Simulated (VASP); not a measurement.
Crystal: BaTe.

```xyz
4
Lattice="5.9738 0.0000 0.0000 -2.9869 5.1735 0.0000 0.0000 0.0000 7.0022" Properties=species:S:1:pos:R:3 pbc="T T T"
Ba    0.0000    3.4490    1.7505
Ba    2.9869    1.7245    5.2516
Te    2.9869    1.7245    1.7505
Te    0.0000    3.4490    5.2516
```

Base run:

* Program: VASP 6.6.1
* Functional: LDA
* Potentials or basis: VASP PAW LDA potentials, release 64 (Ba_sv, Te)
* Cutoff: 500 eV
* k mesh: 6 × 6 × 4
* Occupations: gaussian, width 0.01 eV
* Spin: no spin polarisation

Its results: band gap on the k mesh 1.75 eV (least direct gap 2.03 eV); pressure -1.6 GPa.

The run is repeated on the same cell with these changes: functional from LDA to r2SCAN; potentials or basis from VASP PAW LDA potentials, release 64 (Ba_sv, Te) to VASP PAW PBE potentials, release 64 (Ba_sv, Te); cutoff from 500 eV to 550 eV. What comes out?

Band gap on the k mesh 2.24 eV (least direct gap 2.53 eV); pressure 0.2 GPa.

Caveats: spin-orbit coupling is left out, which moves the levels of the heavy elements; the PAW data sets were made with another functional, which shifts forces and pressure a little (at least some runs).

A k mesh can miss the band edges.
